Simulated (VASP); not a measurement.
# KF (Fmmm) in VASP: a series of runs, part 2 of 2

VASP 6.6.1. Earlier steps stand in the parts before.

**5. Single point, PBE (normal strain along x +0.0700, normal strain along z +0.1500)**

Input file INCAR:

```
ALGO = Normal
EDIFF = 1E-6
ENCUT = 520
GGA = PE
ISIF = 2
ISMEAR = 0
LASPH = True
LCHARG = False
LREAL = False
LWAVE = False
NBANDS = 15
NELM = 60
PREC = Accurate
SIGMA = 0.05
```

Input file KPOINTS:

```
k-points
0
Gamma
  8 8 8
```

Input file POSCAR:

```
KF
1.0
    0.0000000000      2.7105354767      3.1171157982
    2.9002729601      0.0000000000      3.1171157982
    2.9002729601      2.7105354767      0.0000000000
K F
1 1
Direct
    0.0000000000      0.0000000000      0.0000000000
    0.5000000000      0.5000000000      0.5000000000
```

Potentials or basis: VASP PAW PBE potentials, release 64 (K_sv, F).

Launch:

```bash
cat potpaw_PBE.64/K_sv/POTCAR potpaw_PBE.64/F/POTCAR > POTCAR
mpirun -np 1 vasp_std > vasp.out
```

OUTCAR:

```text
EDIFF = 1E-6
   ENCUT = 520
   GGA = PE
   ISIF = 2
   ISMEAR = 0
   LASPH = True
   LREAL = False
   NELM = 60
   PREC = Accurate

 ion  position               nearest neighbor table
   1  0.000  0.000  0.000-   2 2.71   2 2.71
   2  0.500  0.500  0.500-   1 2.71   1 2.71

  LATTYP: Found a face centered orthorhombic cell.
 ALAT       =     5.4210709534
 B/A-ratio  =     1.0700000000
 C/A-ratio  =     1.1500000000

  Lattice vectors:

 A1 = (   2.9002729601,   0.0000000000,  -3.1171157982)
 A2 = (   0.0000000000,   2.7105354767,  -3.1171157982)
 A3 = (   2.9002729601,   2.7105354767,   0.0000000000)

Analysis of symmetry for initial positions (statically):
=====================================================================
 Subroutine PRICEL returns:
 Original cell was already a primitive cell.

 Routine SETGRP: Setting up the symmetry group for a
 face centered orthorhombic supercell.

 Subroutine GETGRP returns: Found  8 space group operations
 (whereof  8 operations were pure point group operations)
 out of a pool of  8 trial point group operations.

The static configuration has the point symmetry D_2h.

[... 173 lines left out ...]
      5     -13.5353      2.00000
      6      -3.3633      2.00000
      7      -3.3499      2.00000
      8      -3.3050      2.00000
      9       1.6717      0.00000
     10       6.3493      0.00000
     11       6.6880      0.00000
     12       6.9570      0.00000
     13       7.5372      0.00000
     14       8.5191      0.00000
[... 401 lines left out ...]
      2     -21.9095      2.00000
      3     -13.7014      2.00000
      4     -13.6401      2.00000
      5     -13.5401      2.00000
      6      -3.8121      2.00000
      7      -3.5188      2.00000
      8      -3.4830      2.00000
      9       3.8741      0.00000
     10       5.5046      0.00000
     11       7.4165      0.00000
     12       7.7013      0.00000
     13       8.7989      0.00000
     14       9.0921      0.00000
     15      11.5072      0.00000

 [... further k-points ...]

------------------------ aborting loop because EDIFF is reached ----------------------------------------

  FORCE on cell =-STRESS in cart. coord.  units (eV):
  Direction    XX          YY          ZZ          XY          YZ          ZX
  --------------------------------------------------------------------------------------
  -------------------------------------------------------------------------------------
  Total       -1.0869012     -0.7123717     -1.1208875      0.0000000      0.0000000      0.0000000
  in kB      -35.5323343    -23.2884380    -36.6433961      0.0000000      0.0000000      0.0000000
  external PRESSURE =     -31.8213895 kB  Pullay stress =       0.0000000 kB

 VOLUME and BASIS-vectors are now :
 -----------------------------------------------------------------------------
  energy-cutoff  :      520.00
  volume of cell :       49.01
      direct lattice vectors                 reciprocal lattice vectors
     0.000000000  2.710535477  3.117115798    -0.172397566  0.184465396  0.160404692
     2.900272960  0.000000000  3.117115798     0.172397566 -0.184465396  0.160404692
     2.900272960  2.710535477  0.000000000     0.172397566  0.184465396 -0.160404692

 POSITION                                       TOTAL-FORCE (eV/Angst)
 -----------------------------------------------------------------------------------
      0.00000      0.00000      0.00000         0.000000      0.000000      0.000000
      2.90027      2.71054      3.11712        -0.000000     -0.000000     -0.000000
 -----------------------------------------------------------------------------------
    total drift:                                0.000000     -0.000000      0.000000

  FREE ENERGIE OF THE ION-ELECTRON SYSTEM (eV)
  ---------------------------------------------------
  free  energy   TOTEN  =        -8.1660582519 eV

  energy  without entropy=       -8.1660582519  energy(sigma->0) =       -8.16605825
```

stdout:

```text
POSCAR found type information on POSCAR K F
 POSCAR found :  2 types and       2 ions
 scaLAPACK will be used
 LDA part: xc-table for (Slater+PW92), standard interpolation
 POSCAR, INCAR and KPOINTS ok, starting setup
 FFT: planning ... GRIDC
 FFT: planning ... GRID_SOFT
 FFT: planning ... GRID
 WAVECAR not read
 entering main loop
```

Wall time 82 s (1 thread of Intel Xeon Platinum 8259CL at 2.50GHz (Skylake/Cascade Lake), shared host); peak memory 0.22 GiB.

Results:

```
Free energy            : -8.1661 eV
Pressure               : -3.2 GPa
Band gap on the k mesh : 4.98 eV
```

Levels at points of the mesh, in eV from the valence-band top:
```csv
k point,band 4,band 5,band 6,band 7,band 8,band 9,band 10,band 11,band 12,band 13
"(0.00, 0.00, 0.00)",-10.26,-10.23,-0.06,-0.04,0.00,4.98,9.65,9.99,10.26,10.84
"(0.50, 0.00, 0.00)",-10.33,-10.22,-0.61,-0.26,-0.23,7.95,8.86,10.62,11.27,12.56
"(0.50, 0.50, 0.00)",-10.31,-10.31,-0.35,-0.10,-0.06,8.12,8.90,9.32,12.31,12.50
"(0.50, 0.00, 0.50)",-10.41,-10.41,-0.21,-0.15,-0.15,7.67,9.13,10.56,12.24,12.42
"(0.00, 0.50, 0.50)",-10.37,-10.36,-0.30,-0.12,-0.08,7.95,8.93,9.94,12.17,12.22
```

Caveat: the cell differs from its parent crystal (normal strain along x +0.0700, normal strain along z +0.1500); the cell stands under tension. A k mesh can miss the band edges.

**6. Overview**

| cell | gap on the mesh (eV) | pressure (GPa) |
| --- | --- | --- |
| a = 4.055, b = 4.119, c = 3.901 Å, angles 60.7, 62.3, 57.0°, 2 atoms | 5.25 | -2.6 |
| a = 4.131, b = 4.194, c = 3.901 Å, angles 61.2, 62.9, 55.9°, 2 atoms | 5.11 | -2.8 |
| a = 4.131, b = 4.226, c = 3.935 Å, angles 60.7, 63.1, 56.2°, 2 atoms | 5.04 | -3.0 |
| a = 4.131, b = 4.258, c = 3.970 Å, angles 60.2, 63.4, 56.5°, 2 atoms | 4.98 | -3.2 |

Alike in all rows: task single point; level PBE; potentials or basis VASP PAW PBE potentials, release 64 (K_sv, F); no spin polarisation; k mesh 8 × 8 × 8; cutoff (eV) 520; smearing gaussian 0.05 eV.

Caveats: the cell stands under tension (at least some runs).

Absolute energies hang on the potentials; compare differences alone.
